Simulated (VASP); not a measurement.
Ti3HS3, 7 atoms in the cell. Symmetry: R3m, No. 160, trigonal system. Conventional cell: a = 3.390 Å, b = 3.390 Å, c = 26.373 Å, α = 90.00°, β = 90.00°, γ = 120.00°. Within 3.2 Å of Ti (site symmetry 3m) lie 3 H at 2.44 Å and 6 S at 2.46 Å and 2 Ti at 3.11 Å. Within 3.4 Å of Ti (site symmetry 3m) lie 6 S at 2.34 to 2.54 Å and 3 H at 2.56 Å and 10 Ti at 3.11 to 3.39 Å. Within 3.4 Å of Ti (site symmetry 3m) lie 6 S at 2.34 to 2.54 Å and 10 Ti at 3.11 to 3.39 Å. S (site symmetry 3m) has 6 Ti at 2.34 Å and 1 H at 2.93 Å within 3.1 Å. Within 3.6 Å of S (site symmetry 3m) lie 6 Ti at 2.46 to 2.54 Å and 1 H at 2.96 Å and 12 S at 3.39 to 3.57 Å. Within 2.6 Å of S (site symmetry 3m) lie 3 H at 1.96 Å and 6 Ti at 2.46 to 2.54 Å. H (site symmetry 3m) has 3 S at 1.96 Å and 6 Ti at 2.44 to 2.56 Å within 2.6 Å. 

| Item | Value |
| --- | --- |
| Program | VASP 6.6.1 |
| Task | single point |
| Functional | PBE |
| Dispersion | D3(BJ) |
| Potentials or basis | VASP PAW PBE potentials, release 64 (Ti_sv, S, H) |
| Cutoff | 520 eV |
| k mesh | 6 × 6 × 6 |
| Occupations | gaussian, width 0.1 eV |
| Spin | collinear spin |
| Starting moments | [1.0, 1.0, 1.0, 0.0, 0.0, 0.0, 0.0] μB |
| Dipole correction | no |
| Further INCAR settings | ALGO = Normal; EDIFF = 1e-06; NBANDS = 40 |

Potentials or basis: VASP PAW PBE potentials, release 64 (Ti_sv, S, H).

Run with:

```bash
$ cat potpaw_PBE.64/Ti_sv/POTCAR potpaw_PBE.64/S/POTCAR potpaw_PBE.64/H/POTCAR > POTCAR
$ mpirun -np 1 vasp_std > vasp.out
```

Hardware: 1 thread of Intel(R) Xeon(R) Platinum 8375C CPU @ 2.90GHz (Ice Lake) (shared host).

**Question.** Estimate the wall time of this run.

**Answer.** Run time: 25 min on 1 thread of Intel(R) Xeon(R) Platinum 8375C CPU @ 2.90GHz (Ice Lake), with other jobs on the host, peak memory 0.98 GiB. Counts: scf iterations 20, k points 32.
